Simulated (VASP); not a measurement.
# Te2Mo (P6_3/mmc) in VASP: further runs, part 2 of 2

VASP 6.6.1. The steps go on from the part before.

**4. Relaxation of shape and atoms at fixed volume, PBE+D3(BJ) (volume scaled by 1.03)**

The input, INCAR:

```
SYSTEM = Te2Mo
ALGO = Normal
EDIFF = 1E-6
EDIFFG = -0.01
ENCUT = 600
GGA = PE
IBRION = 2
ISIF = 4
ISMEAR = 0
IVDW = 12
LASPH = .TRUE.
LCHARG = .FALSE.
LREAL = .FALSE.
LWAVE = .FALSE.
NELM = 80
NSW = 50
PREC = Accurate
SIGMA = 0.02
```

The input, KPOINTS:

```
k-points
0
G
  9 9 2
  0 0 0
```

The input, POSCAR:

```
Te2Mo
1.0
    3.5309945075      0.0000000000      0.0000000000
   -1.7654972537      3.0579309441      0.0000000000
    0.0000000000      0.0000000000     13.8374077129
Te Mo
4 2
Direct
    0.3333333333      0.6666666667      0.6173473944
    0.6666666667      0.3333333333      0.1173473944
    0.3333333333      0.6666666667      0.8826526056
    0.6666666667      0.3333333333      0.3826526056
    0.3333333333      0.6666666667      0.2500000000
    0.6666666667      0.3333333333      0.7500000000
```

On the command line:

```bash
> cat potpaw_PBE.64/Te/POTCAR potpaw_PBE.64/Mo_sv/POTCAR > POTCAR
> mpirun -np 1 vasp_std > vasp.out
```

Wall time 4.1 min (1 thread of Intel Xeon 6975P-C (Granite Rapids), shared host); peak memory 0.36 GiB.

Results (log left out):

| Property | Result |
| --- | --- |
| Free energy | -39.2136 eV |
| Energy gained by relaxing | 3.9 meV/atom |
| Ionic steps | 5 |
| Pressure after relaxing | -1.2 GPa |
| Largest force after relaxing | 0.005 eV/Å |
| Band gap on the k mesh | 0.76 eV, indirect (least direct gap 1.05 eV) |
| Dispersion energy per atom | -0.538 eV |

Forces in eV/Å, atoms in the order of the input:
```
Te   0.000  0.000 -0.005
Te   0.000  0.000 -0.005
Te   0.000  0.000  0.005
Te   0.000  0.000  0.005
Mo   0.000  0.000  0.000
Mo   0.000  0.000  0.000
```

Stress tensor (GPa, compression positive):
```
-1.21  0.00  0.00
 0.00 -1.21  0.00
 0.00  0.00 -1.13
```

Step by step:
```csv
step,energy change (eV),largest force (eV/Å),pressure (GPa),volume (Å³)
1,0.0000,0.3708,-2.99,149.41
2,-0.0158,0.0768,-1.85,149.41
3,-0.0159,0.0518,-1.77,149.41
4,-0.0207,0.0280,-1.56,149.41
5,-0.0235,0.0048,-1.18,149.41
```

Final structure:
```
CELL_PARAMETERS angstrom
3.51767 0.00000 0.00000
-1.75883 3.04639 0.00000
0.00000 0.00000 13.94245
ATOMIC_POSITIONS crystal
Te 0.33333 0.66667 0.61985
Te 0.66667 0.33333 0.11985
Te 0.33333 0.66667 0.88015
Te 0.66667 0.33333 0.38015
Mo 0.33333 0.66667 0.25000
Mo 0.66667 0.33333 0.75000
```

Levels at points of the mesh, in eV from the valence-band top:
```
           k point  band 23  band 24  band 25  band 26  band 27  band 28  band 29  band 30
(0.00, 0.00, 0.00)    -0.99    -0.99    -0.29     0.00     2.89     2.89     3.03     3.03
(0.00, 0.00, 0.50)    -1.00    -1.00    -0.07    -0.07     2.93     2.93     2.93     2.93
```

Caveat: the cell differs from its parent crystal (volume scaled by 1.03); spin-orbit coupling is left out, which moves the levels of the heavy elements. A k mesh can miss the band edges.

**5. Relaxation of shape and atoms at fixed volume, PBE+D3(BJ) (volume scaled by 0.88)**

The input, INCAR:

```
SYSTEM = Te2Mo
PREC     = Accurate       ! precision mode
ENCUT    = 600            ! plane-wave cutoff, eV
EDIFF    = 1E-6           ! SCF threshold, eV
ISMEAR   = 0              ! smearing method
SIGMA    = 0.02           ! smearing width, eV
LREAL    = .FALSE.        ! projectors in reciprocal space
LASPH    = .TRUE.         ! aspherical terms in the spheres
NELM     = 60             ! most SCF steps
ALGO     = Normal         ! electronic algorithm
ISIF     = 4              ! what is computed and relaxed
LWAVE    = .FALSE.        ! write WAVECAR
LCHARG   = .FALSE.        ! write CHGCAR
GGA      = PE             ! functional
IVDW     = 12             ! dispersion correction
IBRION   = 2              ! ionic algorithm
NSW      = 50             ! ionic steps
EDIFFG   = -0.01          ! ionic threshold
```

The input, KPOINTS:

```
Automatic mesh
0
G
  9 9 2
  0 0 0
```

The input, POSCAR:

```
Te2Mo
1.0
    3.3700090812      0.0000000000      0.0000000000
   -1.6850045406      2.9185134753      0.0000000000
    0.0000000000      0.0000000000     12.9787278710
Te Mo
4 2
Direct
    0.3333333333      0.6666666667      0.6107076185
    0.6666666667      0.3333333333      0.1107076185
    0.3333333333      0.6666666667      0.8892923815
    0.6666666667      0.3333333333      0.3892923815
    0.3333333333      0.6666666667      0.2500000000
    0.6666666667      0.3333333333      0.7500000000
```

On the command line:

```bash
> cat potpaw_PBE.64/Te/POTCAR potpaw_PBE.64/Mo_sv/POTCAR > POTCAR
> mpirun -np 1 vasp_std > vasp.out
```

Wall time 7.8 min (1 thread of Oxide Virtual Turin-like, shared host); peak memory 0.32 GiB.

It converged, with:

| Quantity | Value |
| --- | --- |
| Free energy | -38.8010 eV |
| Energy gained by relaxing | 4.2 meV/atom |
| Ionic steps | 5 |
| Pressure after relaxing | 9.4 GPa |
| Band gap on the k mesh | 0.03 eV, indirect (least direct gap 0.46 eV) |
| Dispersion energy per atom | -0.630 eV |

Forces on the atoms (eV/Å):
```
Te   0.000  0.000 -0.003
Te   0.000  0.000 -0.003
Te   0.000  0.000  0.003
Te   0.000  0.000  0.003
Mo   0.000  0.000  0.000
Mo   0.000  0.000  0.000
```

The path:
| step | energy change (eV) | largest force (eV/Å) | pressure (GPa) | volume (Å³) |
| --- | --- | --- | --- | --- |
| 1 | 0.0000 | 0.4902 | 11.19 | 127.65 |
| 2 | -0.0214 | 0.0332 | 9.26 | 127.65 |
| 3 | -0.0223 | 0.0530 | 9.58 | 127.65 |
| 4 | -0.0248 | 0.0207 | 9.48 | 127.65 |
| 5 | -0.0252 | 0.0027 | 9.39 | 127.65 |

Final structure:
```
Te Mo
1.0
     3.37094    0.00000    0.00000
    -1.68547    2.91932    0.00000
     0.00000    0.00000   12.97159
Te Mo
4 2
Direct
  0.33333 0.66667 0.60868
  0.66667 0.33333 0.10868
  0.33333 0.66667 0.89132
  0.66667 0.33333 0.39132
  0.33333 0.66667 0.25000
  0.66667 0.33333 0.75000
```

Levels at points of the mesh, in eV from the valence-band top:
| k point | band 24 | band 25 | band 26 | band 27 | band 28 | band 29 |
| --- | --- | --- | --- | --- | --- | --- |
| (0.00, 0.00, 0.00) | -1.27 | -0.22 | 0.00 | 2.72 | 2.72 | 2.85 |
| (0.00, 0.00, 0.50) | -1.32 | -0.14 | -0.14 | 2.75 | 2.75 | 2.75 |

Caveat: the cell differs from its parent crystal (volume scaled by 0.88); spin-orbit coupling is left out, which moves the levels of the heavy elements. A k mesh can miss the band edges.

**6. Summary**

| task | cell | cutoff (eV) | gap on the mesh (eV) | pressure (GPa) |
| --- | --- | --- | --- | --- |
| single point | a = 3.545, b = 3.545, c = 14.659 Å, angles 90.0, 90.0, 120.0°, 6 atoms | 520 | 0.95 | -2.4 |
| relaxation of shape and atoms at fixed volume | relaxed from a = 3.461, b = 3.461, c = 13.563 Å, angles 90.0, 90.0, 120.0°, 6 atoms | 600 | 0.55 | 1.5 |
| relaxation of shape and atoms at fixed volume | relaxed from a = 3.531, b = 3.531, c = 13.837 Å, angles 90.0, 90.0, 120.0°, 6 atoms | 600 | 0.76 | -1.2 |
| relaxation of shape and atoms at fixed volume | relaxed from a = 3.370, b = 3.370, c = 12.979 Å, angles 90.0, 90.0, 120.0°, 6 atoms | 600 | 0.03 | 9.4 |

Alike in all rows: level PBE+D3(BJ); potentials or basis VASP PAW PBE potentials, release 64 (Te, Mo_sv); no spin polarisation; k mesh 9 × 9 × 2; smearing gaussian 0.02 eV.

Caveats: spin-orbit coupling is left out, which moves the levels of the heavy elements.

Absolute energies hang on the potentials; compare differences alone.
